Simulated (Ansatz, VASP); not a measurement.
# TaSiO4 in VASP and in Ansatz

```xyz
6
Lattice="0.0000 3.1089 3.1089 3.1089 0.0000 3.1089 3.1089 3.1089 0.0000" Properties=species:S:1:pos:R:3 pbc="T T T"
Ta    1.5544    1.5544    1.5544
Si    0.0000    0.0000    0.0000
O     3.8780    2.3398    2.3398
O     3.8780    3.8780    3.8780
O     2.3398    3.8780    2.3398
O     2.3398    2.3398    3.8780
```

Change from the starting cell: species swapped into the DyCu4Pd type (F-43m, No. 216).

Alike in both runs: task relaxation of cell and atoms; functional PBE; k mesh 10 × 10 × 10; occupations gaussian, width 0.1 eV; no spin polarisation.

|  | VASP | Ansatz |
| --- | --- | --- |
| version | VASP 6.6.1 | Ansatz 0.2.0 |
| potentials or method | VASP PAW PBE potentials, release 64 (Ta_pv, Si, O), cutoff 600 eV | scalar-relativistic, plane waves, PAW |
| valence electrons in the cell | 39 | 41 |

VASP gave:

| Property | Result |
| --- | --- |
| gap on the k mesh at the Fermi level, each at its own relaxed structure (eV) | none |
| relaxed volume (Å³/atom) | 10.00 |
| relaxed length of the cell vector where the two differ most in proportion (Å) | 4.394 |

Estimate Ansatz's values.

gap on the k mesh at the Fermi level, each at its own relaxed structure (eV): none; relaxed volume (Å³/atom): 10.02; relaxed length of the cell vector where the two differ most in proportion (Å): 4.397.

A gap of «none» marks a metal or a gap that the smearing closes. VASP's potentials hold 39 valence electrons a cell and Ansatz's 41, so a difference there can come from the potentials and not from the codes.

Neither program's run includes spin-orbit coupling.
